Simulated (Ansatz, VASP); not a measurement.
## B5Pt: VASP beside Ansatz

The input INCAR:

```
PREC     = Accurate       # precision mode
ENCUT    = 570            # plane-wave cutoff, eV
EDIFF    = 1E-6           # SCF threshold, eV
ISMEAR   = 0              # smearing method
SIGMA    = 0.1            # smearing width, eV
LREAL    = False          # projectors in reciprocal space
LASPH    = True           # aspherical terms in the spheres
NELM     = 120            # most SCF steps
ALGO     = Normal         # electronic algorithm
ISIF     = 2              # what is computed and relaxed
LWAVE    = False          # write WAVECAR
LCHARG   = False          # write CHGCAR
GGA      = PE             # functional
NBANDS   = 26             # bands
GGA_COMPAT= False
```

Contents of KPOINTS:

```
Automatic mesh
0
Gamma
  12 12 16
```

POSCAR

```
B5Pt
1.0
    5.1410958864      0.0000000000      0.0000000000
   -2.5705479432      4.4523196409      0.0000000000
    0.0000000000      0.0000000000      2.3466697711
B Pt
5 1
Direct
    0.6666666667      0.3333333333      0.5000000000
    0.3754906520      0.0000000000      0.0000000000
    0.6245093480      0.6245093480      0.0000000000
    0.0000000000      0.3754906520      0.0000000000
    0.3333333333      0.6666666667      0.5000000000
    0.0000000000      0.0000000000      0.5000000000
```

Input for Ansatz:

```yaml
crystal:
  lattice:
    - [5.1410958864, 0.0, 0.0]
    - [-2.5705479432, 4.4523196409, 0.0]
    - [0.0, 0.0, 2.3466697711]
  atoms:
    - { symbol: B, position: [0.6666666667, 0.3333333333, 0.5] }
    - { symbol: B, position: [0.375490652, 0.0, 0.0] }
    - { symbol: B, position: [0.624509348, 0.624509348, 0.0] }
    - { symbol: B, position: [0.0, 0.375490652, 0.0] }
    - { symbol: B, position: [0.3333333333, 0.6666666667, 0.5] }
    - { symbol: Pt, position: [0.0, 0.0, 0.5] }
basis:
  ecutwfc: 420
kpoints:
  mp_grid: { grid: [12, 12, 16] }
  band_path:
    path:
      - [[0.0, 0.0, 0.0], [0.5, 0.0, 0.0], [0.33333333, 0.33333333, 0.0], [0.0, 0.0, 0.0], [0.0, 0.0, 0.5], [0.5, 0.0, 0.5], [0.33333333, 0.33333333, 0.5], [0.0, 0.0, 0.5]]
      - [[0.5, 0.0, 0.5], [0.5, 0.0, 0.0]]
      - [[0.33333333, 0.33333333, 0.5], [0.33333333, 0.33333333, 0.0]]
    npoints: 14
hamiltonian:
  xc: pbe
scf:
  occupations: { method: gaussian, width: 0.1 }
  n_extra_bands: 15
output:
  forces: true
  stress: true
  eigenvalues: true
  populations: true
  dos: { projected: true, de: 0.02, nscf_kmesh: { grid: [15, 15, 20] } }
  bader: true
  write_density: true
  write_potential: true
  elf: true
  volumetric_format: npy
```

Alike in both runs: task single point; functional PBE; k mesh 12 × 12 × 16; occupations gaussian, width 0.1 eV; no spin polarisation.

|  | VASP | Ansatz |
| --- | --- | --- |
| version | VASP 6.6.1 | Ansatz 0.2.0 |
| potentials or method | VASP PAW PBE potentials, release 64 (B, Pt_sv_GW), cutoff 570 eV | scalar-relativistic, plane waves, PAW |
| valence electrons in the cell | 33 | 33 |

|  | VASP | Ansatz | Ansatz less VASP |
| --- | --- | --- | --- |
| gap on the k mesh at the Fermi level (eV) | none | none | - |
| pressure (GPa) | -0.5 | 0.0 | +0.46 |

A gap of «none» marks a metal or a gap that the smearing closes.

Neither program's run includes spin-orbit coupling.
